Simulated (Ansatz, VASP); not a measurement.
Al2O3 in VASP and in Ansatz

```
Al O
1.0
     3.01748    0.00000    0.00000
    -1.50874    2.61322    0.00000
     0.00000    0.00000    7.57464
Al O
2 3
Cartesian
  0.0000 0.0000 2.1054
  0.0000 0.0000 5.4693
  0.0000 1.7421 1.5108
  1.5087 0.8711 6.0638
  0.0000 0.0000 3.7873
```

Alike in both runs: task relaxation of cell and atoms; functional LDA; k mesh 12 × 12 × 4; occupations fermi-dirac, width 0.02 eV; no spin polarisation.

|  | VASP | Ansatz |
| --- | --- | --- |
| version | VASP 6.6.1 | Ansatz 0.2.0 |
| potentials or method | VASP PAW LDA potentials, release 64 (Al, O), cutoff 600 eV | plane waves, PAW |
| valence electrons in the cell | 24 | 24 |

|  | VASP | Ansatz | Ansatz less VASP |
| --- | --- | --- | --- |
| gap on the k mesh at the Fermi level, each at its own relaxed structure (eV) | 2.44 | 2.50 | +0.057 |
| relaxed volume (Å³/atom) | 11.09 | 11.18 | +0.088 |
| relaxed cell length with the largest relative difference (Å) | 7.279 | 7.350 | +0.0713 |

LDA's correlation is that of Perdew and Zunger in VASP and of Perdew and Wang (1992) in Ansatz.
